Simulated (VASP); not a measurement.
Input of a VASP 6.6.1 run:

The input INCAR:

```
SYSTEM = TiSi16
ALGO     = Normal         ! electronic algorithm
EDIFF    = 1E-6           ! SCF threshold, eV
ENCUT    = 520            ! plane-wave cutoff, eV
GGA      = PE             ! functional
ISIF     = 2              ! what is computed and relaxed
ISMEAR   = -1             ! smearing method
IVDW     = 12             ! dispersion correction
LASPH    = .True.         ! aspherical terms in the spheres
LCHARG   = .False.        ! write CHGCAR
LREAL    = Auto         
LWAVE    = .False.        ! write WAVECAR
NBANDS   = 52             ! bands
NELM     = 60             ! most SCF steps
PREC     = Accurate       ! precision mode
SIGMA    = 0.02           ! smearing width, eV
```

Contents of KPOINTS:

```
k-points
0
Gamma
  2 2 2
  0 0 0
```

POSCAR

```
TiSi16
1.0
    0.0000000000      5.4300000000      5.4300000000
    5.4300000000      0.0000000000      5.4300000000
    5.4300000000      5.4300000000      0.0000000000
Si Ti
16 1
Direct
    0.0501700737     -0.0158293738     -0.0172547882
    0.1387093923      0.1270815838      0.1256843462
   -0.0114507366      0.0126984346      0.4992976980
    0.1386062615      0.1270952118      0.6084655617
   -0.0115751381      0.5006911602      0.0114092081
    0.1385103131      0.6099036832      0.1257265193
   -0.0115274401      0.5007038674      0.4993327808
    0.0760356354      0.6421662063      0.6408623389
    0.5128982505      0.0118070902      0.0105048803
    0.6790524862      0.1080064457      0.1066594843
    0.5127720994      0.0117008287      0.4653448435
    0.6158036832      0.1535364641      0.6154769797
    0.5126684162      0.4666080110      0.0104706262
    0.6156727440      0.6167817680      0.1523360958
    0.4492241252      0.5178364641      0.5166574586
    0.6157109576      0.6168111418      0.6155361878
    0.4737394107      0.8430858195      0.8418034991
```

Potentials or basis: VASP PAW PBE potentials, release 64 (Si, Ti_sv).

Launch:

```bash
$ cat potpaw_PBE.64/Si/POTCAR potpaw_PBE.64/Ti_sv/POTCAR > POTCAR
$ mpirun -np 1 vasp_std > vasp.out
```

(1) What does it give for the pressure?

(2) Estimate the dispersion energy per atom.

(3) What does it give for the band gap on the k mesh?

Results:

(1) 1.3 GPa.

(2) -0.343 eV.

(3) zero (band 38 reaches 6.94 eV, above the bottom of band 39 at 6.62 eV).

Caveat: the k points lie up to 0.50 Å⁻¹ apart.
